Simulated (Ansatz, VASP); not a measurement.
Nb: VASP beside Ansatz

File INCAR:

```
SYSTEM = Nb
ALGO = Normal ; EDIFF = 1E-7
ENCUT = 520 ; ISIF = 2
ISMEAR = -1 ; LASPH = .True.
LCHARG = .False. ; LREAL = .False.
LWAVE = .False. ; NBANDS = 12
NELM = 80 ; PREC = Accurate
SIGMA = 0.1
```

The input KPOINTS:

```
k-points
0
Gamma
  15 15 15
  0 0 0
```

File POSCAR:

```
Nb
1.0
    0.0000000000      2.0984095481      2.0984095481
    2.0984095481      0.0000000000      2.0984095481
    2.0984095481      2.0984095481      0.0000000000
Nb
1
Direct
    0.0000000000      0.0000000000      0.0000000000
```

Input for Ansatz:

```yaml
crystal:
  lattice:
    - [0.0, 2.0984095481, 2.0984095481]
    - [2.0984095481, 0.0, 2.0984095481]
    - [2.0984095481, 2.0984095481, 0.0]
  atoms:
    - { symbol: Nb, position: [0.0, 0.0, 0.0] }
hamiltonian:
  xc: lda
  pseudopotentials:
    kind: paw
    azcp:
      Nb: "pseudopotentials/Nb.paw.azcp"
basis:
  ecutwfc: 420
  fft_grid_basis: typed
kpoints:
  mp_grid: { grid: [15, 15, 15], shift: [0, 0, 0] }
magnetization:
  spin_polarized: false
scf:
  occupations: { method: fermi_dirac, width: 0.1 }
  lower_state_search: "off"
output:
  stress: true
```

Alike in both runs: task single point; functional LDA; k mesh 15 × 15 × 15; occupations fermi-dirac, width 0.1 eV; no spin polarisation.

|  | VASP | Ansatz |
| --- | --- | --- |
| version | VASP 6.6.1 | Ansatz 0.2.0 |
| potentials or method | VASP PAW LDA potentials, release 64 (Nb_sv), cutoff 520 eV | plane waves (420 eV) with PAW, scalar-relativistic |
| valence electrons in the cell | 13 | 13 |

|  | VASP | Ansatz | Ansatz less VASP |
| --- | --- | --- | --- |
| pressure (GPa) | -7.1 | -7.0 | +0.13 |

Ansatz warns that its potentials were made for another functional, while VASP's fit it. LDA's correlation is that of Perdew and Zunger in VASP and of Perdew and Wang (1992) in Ansatz.
